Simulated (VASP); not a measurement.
Wanted: the native input for a VASP 6.6.1 run.

- Task: single point
- Functional: r2SCAN
- Potentials or basis: VASP PAW PBE potentials, release 64 (B)
- Cutoff: 520 eV
- k mesh: 21 × 21 × 21
- Occupations: fermi-dirac, width 0.1 eV
- Spin: no spin polarisation
- Dipole correction: no
- Further INCAR settings: ALGO = Normal; EDIFF = 1e-07; NBANDS = 8

Crystal: B.

```
CELL_PARAMETERS angstrom
0.00000 1.46480 1.46480
1.46480 0.00000 1.46480
1.46480 1.46480 0.00000
ATOMIC_POSITIONS crystal
B 0.00000 0.00000 0.00000
```

This cell differs from its parent crystal: volume scaled by 1.08.

The input as run:

POSCAR

```
B
1.0
    0.0000000000      1.4647954837      1.4647954837
    1.4647954837      0.0000000000      1.4647954837
    1.4647954837      1.4647954837      0.0000000000
B
1
Direct
    0.0000000000      0.0000000000      0.0000000000
```

INCAR.step1

```
SYSTEM = B
  PREC = Accurate
  ENCUT = 520
  ISMEAR = -1
  SIGMA = 0.1
  LREAL = .FALSE.
  LASPH = .TRUE.
  NELM = 60
  NBANDS = 8
  GGA = PE
  ALGO = Normal
  EDIFF = 1E-4
  LWAVE = .TRUE.
  LCHARG = .FALSE.
```

INCAR.step2

```
SYSTEM = B
  PREC = Accurate
  ENCUT = 520
  EDIFF = 1E-7
  ISMEAR = -1
  SIGMA = 0.1
  LREAL = .FALSE.
  LASPH = .TRUE.
  NELM = 60
  ALGO = Normal
  ISIF = 2
  LWAVE = .FALSE.
  LCHARG = .FALSE.
  METAGGA = R2SCAN
  LMIXTAU = .TRUE.
  NBANDS = 8
  ISTART = 1
```

KPOINTS

```
Automatic mesh
0
G
  21 21 21
  0 0 0
```

Potentials or basis: VASP PAW PBE potentials, release 64 (B).

The run is started by

```sh
$ cat potpaw_PBE.64/B/POTCAR > POTCAR
$ cp INCAR.step1 INCAR
$ mpirun -np 1 vasp_std > vasp.out
$ cp INCAR.step2 INCAR
$ mpirun -np 1 vasp_std > vasp.out
```

It gave:

| Item | Value |
| --- | --- |
| Pressure | -18.9 GPa |

Caveat: the PAW data sets were made with another functional, which shifts forces and pressure a little.

It took 28 s on 1 thread of Intel Xeon 6975P-C, with other jobs on the host, peak memory 0.12 GiB.
